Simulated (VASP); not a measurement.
Here is a VASP 6.6.1 calculation.

The input INCAR:

```
ALGO = Normal
EDIFF = 1E-7
EDIFFG = -0.005
ENCUT = 600
GGA = PE
IBRION = 2
ISIF = 3
ISMEAR = -1
LASPH = T
LCHARG = F
LREAL = F
LWAVE = F
NELM = 60
NSW = 60
PREC = Accurate
PSTRESS = 350.0
SIGMA = 0.05
```

KPOINTS

```
k-points
0
Gamma
  16 16 9
```

POSCAR

```
Na
1.0
    2.8032523543      0.0000000000      0.0000000000
   -1.4016261772      2.4276877520      0.0000000000
    0.0000000000      0.0000000000      4.5412688140
Na
2
Direct
    0.3333333333      0.6666666667      0.2500000000
    0.6666666667      0.3333333333      0.7500000000
```

Potentials or basis: VASP PAW PBE potentials, release 64 (Na_pv).

Command:

```sh
$ cat potpaw_PBE.64/Na_pv/POTCAR > POTCAR
$ mpirun -np 1 vasp_std > vasp.out
```

(1) Estimate the relaxed volume.

(2) Estimate the relaxed cell.

(3) Estimate the band gap on the k mesh.

(4) Predict the space group after relaxing (to 0.1 Å).

Answers

(1) 15.45 Å³/atom.

(2) a = 2.796 Å, b = 2.796 Å, c = 4.563 Å, α = 90.00°, β = 90.00°, γ = 120.00°.

(3) zero (bands 7 and 8 overlap by 5.74 eV).

(4) P6_3/mmc (No. 194).

Caveat: the cell is relaxed towards a set pressure, so the run minimises the enthalpy, not the energy.
